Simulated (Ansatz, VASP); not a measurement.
## One calculation of SiMo3, two programs

```
Si Mo
1.0
     4.98005    0.00000    0.00000
     0.00000    4.98005    0.00000
     0.00000    0.00000    4.90645
Si Mo
2 6
Direct
  0.00000 0.00000 0.00000
  0.50000 0.50000 0.50000
  0.25000 0.00000 0.50000
  0.50000 0.75000 0.00000
  0.75000 0.00000 0.50000
  0.50000 0.25000 0.00000
  0.00000 0.50000 0.75000
  0.00000 0.50000 0.25000
```

Change from the starting cell: strain +0.0150 x Voigt [1, 1, 0, 0, 0, 0], atoms carried along.

Alike in both runs: task single point; functional PBE; k mesh 8 × 8 × 8; occupations gaussian, width 0.15 eV; no spin polarisation.

|  | VASP | Ansatz |
| --- | --- | --- |
| version | VASP 6.6.1 | Ansatz 0.2.0 |
| potentials or method | VASP PAW PBE potentials, release 64 (Si, Mo_sv), cutoff 520 eV | scalar-relativistic, plane waves, PAW |
| valence electrons in the cell | 92 | 92 |

```csv
,VASP,Ansatz,Ansatz less VASP
gap on the k mesh at the Fermi level (eV),none,none,-
pressure (GPa),-6.5,-6.9,-0.40
"traceless stress, the component that is largest in VASP (GPa)",3.00,2.97,-0.027
rms of the force components (eV/Å),0.010,0.010,-0.0001
```

Atom by atom the forces differ by 0.000 eV/Å (rms over components). A gap of «none» marks a metal or a gap that the smearing closes. The functional is the same, so the differences come from potentials, cutoffs and numerics.
